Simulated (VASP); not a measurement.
# PbS (I4/mmm) in VASP: a series of runs, part 2 of 2

VASP 6.6.1.

**3. Electric field gradients, PBE (z stretched by +2 % at fixed volume)**

INCAR

```
PREC = Accurate ; ENCUT = 520
EDIFF = 1E-8 ; ISMEAR = -1
SIGMA = 0.01 ; LREAL = F
LASPH = T ; NELM = 60
ALGO = Normal ; ISIF = 2
LWAVE = F ; LCHARG = F
GGA = PE ; LEFG = T
NBANDS = 17
```

KPOINTS

```
Automatic mesh
0
Gamma
  8 8 8
```

POSCAR

```
PbS
1.0
    0.0000000000      2.9357874650      3.0243000000
    2.9357874650      0.0000000000      3.0243000000
    2.9357874650      2.9357874650      0.0000000000
Pb S
1 1
Direct
    0.0000000000      0.0000000000      0.0000000000
    0.5000000000      0.5000000000      0.5000000000
```

Potentials or basis: VASP PAW PBE potentials, release 64 (Pb_d, S).

Launch:

```
> cat potpaw_PBE.64/Pb_d/POTCAR potpaw_PBE.64/S/POTCAR > POTCAR
> mpirun -np 1 vasp_std > vasp.out
```

OUTCAR:

```text
PREC = Accurate
   ENCUT = 520
   EDIFF = 1E-8
   ISMEAR = -1
   LREAL = F
   LASPH = T
   NELM = 60
   ISIF = 2
   GGA = PE

 ion  position               nearest neighbor table
   1  0.000  0.000  0.000-   2 2.94   2 2.94   2 2.94   2 2.94   2 3.02   2 3.02
   2  0.500  0.500  0.500-   1 2.94   1 2.94   1 2.94   1 2.94   1 3.02   1 3.02

  LATTYP: Found a body centered tetragonal cell.
 ALAT       =     4.1518304492
 C/A-ratio  =     1.4568513994

  Lattice vectors:

 A1 = (  -2.9357874650,   0.0000000000,   3.0243000000)
 A2 = (   2.9357874650,   0.0000000000,   3.0243000000)
 A3 = (   0.0000000000,   2.9357874650,  -3.0243000000)

Analysis of symmetry for initial positions (statically):
=====================================================================
 Subroutine PRICEL returns:
 Original cell was already a primitive cell.

 Routine SETGRP: Setting up the symmetry group for a
 body centered tetragonal supercell.

 Subroutine GETGRP returns: Found 16 space group operations
 (whereof 16 operations were pure point group operations)
 out of a pool of 16 trial point group operations.

The static configuration has the point symmetry D_4h.

Analysis of symmetry for dynamics (positions and initial velocities):
=====================================================================
 Subroutine PRICEL returns:
 Original cell was already a primitive cell.

 Routine SETGRP: Setting up the symmetry group for a
 body centered tetragonal supercell.

 Subroutine GETGRP returns: Found 16 space group operations
 (whereof 16 operations were pure point group operations)
 out of a pool of 16 trial point group operations.

The dynamic configuration has the point symmetry D_4h.

 Subroutine INISYM returns: Found 16 space group operations
 (whereof 16 operations are pure point group operations),
 and found     1 'primitive' translations

----------------------------------------------------------------------------------------

                                     Primitive cell

  volume of cell :      52.1320

  direct lattice vectors                    reciprocal lattice vectors
     0.000000000  2.935787465  3.024300000    -0.170312056  0.170312056  0.165327514
     2.935787465  0.000000000  3.024300000     0.170312056 -0.170312056  0.165327514
     2.935787465  2.935787465  0.000000000     0.170312056  0.170312056 -0.165327514

  length of vectors
     4.214882979  4.214882979  4.151830449     0.292139658  0.292139658  0.292139658

  position of ions in fractional coordinates (direct lattice)
     0.000000000  0.000000000  0.000000000
     0.500000000  0.500000000  0.500000000

  ion indices of the primitive-cell ions
   primitive index   ion index
                 1           1
                 2           2

----------------------------------------------------------------------------------------

 KPOINTS: Automatic mesh

[... 66 lines left out ...]
   NELM   =     60;   NELMIN=  2; NELMDL= -5     # of ELM steps
   EDIFF  = 0.1E-07   stopping-criterion for ELM
   LREAL  =      F    real-space projection
   EDIFFG = 0.1E-06   stopping-criterion for IOM
   NSW    =      0    number of steps for IOM
   IBRION =     -1    ionic relax: 0-MD 1-quasi-New 2-CG
   NFREE  =      0    steps in history (QN), initial steepest desc. (CG)
   ISIF   =      2    stress and relaxation
   ISYM   =      2    0-nonsym 1-usesym 2-fastsym
   POTIM  = 0.5000    time-step for ionic-motion
   TEBEG  =    0.0;   TEEND  =   0.0 temperature during run
   PSTRESS=    0.0 pullay stress
   NELECT =      20.0000    total number of electrons
   NUPDOWN=      -1.0000    fix difference up-down
   EMIN   =  10.00;   EMAX   =-10.00  energy-range for DOS
   EFERMI =   0.00;   METHOD = LEGACY
   ISMEAR =    -1;   SIGMA  =   0.01  broadening in eV -4-tet -1-fermi 0-gaus
   EFERMI_NEDOS =   21; number of points for ismear=-14 and -15
   IALGO  =     38    algorithm
   IMIX   =      4    mixing-type and parameters
     AMIX     =   0.40;   BMIX     =  1.00
     AMIX_MAG =   1.60;   BMIX_MAG =  1.00
  volume/ion in A,a.u.               =      26.07       175.90
  Fermi-wavevector in a.u.,A,eV,Ry     =   1.189552  2.247928 19.252709  1.415034
  Thomas-Fermi vector in A             =   2.325657
   LORBIT       =      0    0 simple, 1 ext, 2 COOP (PROOUT), +10 PAW based schemes
   GGA     = PE    functional components
   LHFCALC =     F    Hartree Fock is set to
   AEXX    =    0.0000 exact exchange contribution
   IVDW    =     0    specifies the selected vdW correction
   LEPSILON=     F    determine dielectric tensor
   LRPA    =     F    only Hartree local field effects (RPA)
 non-spin polarized calculation
  energy-cutoff  :      520.00
  volume of cell :       52.13
 maximum number of plane-waves:      1418
   NGX = 15   NGY = 15   NGZ = 15

 number of electron      19.9999998 magnetization

 Free energy of the ion-electron system (eV)
  ---------------------------------------------------
  ext. energy  EPLUGINS =         0.00000000
  ---------------------------------------------------
  free energy    TOTEN  =        -8.74337266 eV

  energy without entropy =       -8.74337266  energy(sigma->0) =       -8.74337266

 E-fermi :   6.0203     XC(G=0):  -9.6844

 val. band max:        5.8514834053   @ k =   0.5000   0.0000   0.0000
 cond. band min:       6.1901730093   @ k =   0.5000   0.0000   0.0000
 fundamental gap:      0.3386896040
 Fermi energy:         6.0202900374

 k-point     1 :       0.0000    0.0000    0.0000
  band No.  band energies     occupation
      1     -10.9944      2.00000
      2     -10.9944      2.00000
      3     -10.9885      2.00000
      4     -10.9869      2.00000
      5     -10.9649      2.00000
      6      -7.7750      2.00000
[... 457 lines left out ...]
      4     -10.9627      2.00000
      5     -10.9433      2.00000
      6      -6.8295      2.00000
[... 9 lines left out ...]
     16      15.6135      0.00000
     17      17.4087      0.00000

 [... further k-points ...]
[... 5 lines left out ...]
  --------------------------------------------------------------------------------------
  -------------------------------------------------------------------------------------
  Total        1.1643179      1.1643179     -0.0377796      0.0000000      0.0000000      0.0000000
  in kB       35.7831079     35.7831079     -1.1610837      0.0000000      0.0000000      0.0000000
  external PRESSURE =      23.4683774 kB  Pullay stress =       0.0000000 kB

 VOLUME and BASIS-vectors are now :
 -----------------------------------------------------------------------------
  energy-cutoff  :      520.00
  volume of cell :       52.13
      direct lattice vectors                 reciprocal lattice vectors
     0.000000000  2.935787465  3.024300000    -0.170312056  0.170312056  0.165327514
     2.935787465  0.000000000  3.024300000     0.170312056 -0.170312056  0.165327514
     2.935787465  2.935787465  0.000000000     0.170312056  0.170312056 -0.165327514

 POSITION                                       TOTAL-FORCE (eV/Angst)
 -----------------------------------------------------------------------------------
      0.00000      0.00000      0.00000        -0.000000     -0.000000     -0.000000
      2.93579      2.93579      3.02430         0.000000      0.000000      0.000000
 -----------------------------------------------------------------------------------
    total drift:                                0.000000     -0.000000     -0.000000

  FREE ENERGIE OF THE ION-ELECTRON SYSTEM (eV)
  ---------------------------------------------------
  free  energy   TOTEN  =        -8.7433726585 eV

  energy  without entropy=       -8.7433726583  energy(sigma->0) =       -8.74337266

 Electric field gradients (V/A^2)
---------------------------------------------------------------------
 ion       V_xx      V_yy      V_zz      V_xy      V_xz      V_yz
---------------------------------------------------------------------
   1     -42.984   -42.984    85.968    -0.002    -0.001    -0.001
   2      -1.640    -1.640     3.279    -0.001    -0.000    -0.000
---------------------------------------------------------------------

 Electric field gradients after diagonalization (V/A^2)
 (convention: |V_zz| > |V_xx| > |V_yy|)
----------------------------------------------------------------------
 ion       V_xx      V_yy      V_zz     asymmetry (V_yy - V_xx)/ V_zz
----------------------------------------------------------------------
   1     -42.986   -42.982    85.968       0.000
   2      -1.640    -1.639     3.279       0.000
----------------------------------------------------------------------

           NMR quadrupolar parameters

 Cq : quadrupolar parameter    Cq=e*Q*V_zz/h
 eta: asymmetry parameters     (V_yy - V_xx)/ V_zz
 Q  : nuclear electric quadrupole moment in mb (millibarn)
----------------------------------------------------------------------
 ion       Cq(MHz)       eta       Q (mb)
----------------------------------------------------------------------
   1       0.208       0.000       1.000
   2       0.008       0.000       1.000
----------------------------------------------------------------------
```

OSZICAR:

```text
N       E                     dE             d eps       ncg     rms          rms(c)
DAV:   1     0.163477657366E+03    0.16348E+03   -0.96670E+03  2014   0.124E+03
DAV:   2     0.364491003563E+01   -0.15983E+03   -0.15266E+03  2115   0.316E+02
DAV:   3    -0.889757729944E+01   -0.12542E+02   -0.12429E+02  2642   0.942E+01
DAV:   4    -0.921589682308E+01   -0.31832E+00   -0.31797E+00  2583   0.163E+01
DAV:   5    -0.922731531780E+01   -0.11418E-01   -0.11418E-01  2933   0.300E+00    0.466E+00
DAV:   6    -0.873969662413E+01    0.48762E+00   -0.13802E+00  3212   0.802E+00    0.328E+00
DAV:   7    -0.874005401717E+01   -0.35739E-03   -0.14588E-01  2461   0.191E+00    0.187E+00
DAV:   8    -0.874366044910E+01   -0.36064E-02   -0.16420E-02  2441   0.138E+00    0.247E-01
DAV:   9    -0.874318529312E+01    0.47516E-03   -0.33470E-03  3196   0.509E-01    0.859E-02
DAV:  10    -0.874336370561E+01   -0.17841E-03   -0.36649E-04  2352   0.118E-01    0.553E-02
DAV:  11    -0.874337164753E+01   -0.79419E-05   -0.66226E-05  2773   0.879E-02    0.189E-02
DAV:  12    -0.874337253884E+01   -0.89130E-06   -0.44860E-06  2658   0.203E-02    0.300E-03
DAV:  13    -0.874337256106E+01   -0.22222E-07   -0.20692E-07  2777   0.360E-03    0.137E-03
DAV:  14    -0.874337262927E+01   -0.68209E-07   -0.11768E-07  2337   0.182E-03    0.651E-04
DAV:  15    -0.874337264578E+01   -0.16516E-07   -0.25837E-09  2290   0.692E-04    0.260E-04
DAV:  16    -0.874337265819E+01   -0.12404E-07   -0.68610E-10  1415   0.181E-04    0.668E-05
DAV:  17    -0.874337265853E+01   -0.33629E-09   -0.76206E-11  1352   0.101E-04
   1 F= -.87433727E+01 E0= -.87433727E+01  d E =-.248054E-09
```

stdout:

```text
POSCAR found type information on POSCAR PbS
 POSCAR found :  2 types and       2 ions
 scaLAPACK will be used
 LDA part: xc-table for (Slater+PW92), standard interpolation
 POSCAR, INCAR and KPOINTS ok, starting setup
 FFT: planning ... GRIDC
 FFT: planning ... GRID_SOFT
 FFT: planning ... GRID
 WAVECAR not read
 entering main loop
ion   1

ion   2
```

Run time: 56 s. Hardware: 1 thread of Intel Xeon Platinum 8259CL at 2.50GHz (Skylake/Cascade Lake), shared host; peak memory 0.2 GiB.

What came out:

* Free energy: -8.7434 eV
* Pressure: 2.3 GPa
* Band gap on the k mesh: 0.34 eV, direct

Stress tensor (GPa, compression positive):
```
 3.58  0.00  0.00
 0.00  3.58  0.00
 0.00  0.00 -0.12
```

Electric field gradients, principal values (V/Å²):
| atom | least | middle | greatest (by size) |
| --- | --- | --- | --- |
| 1 Pb | -42.982 | -42.986 | 85.968 |
| 2 S | -1.639 | -1.640 | 3.279 |

Caveat: without QUAD_EFG the Cq values of the log hold for a quadrupole moment of 1 mb, not for the nuclei; spin-orbit coupling is left out, which moves the levels of the heavy elements. A k mesh can miss the band edges.
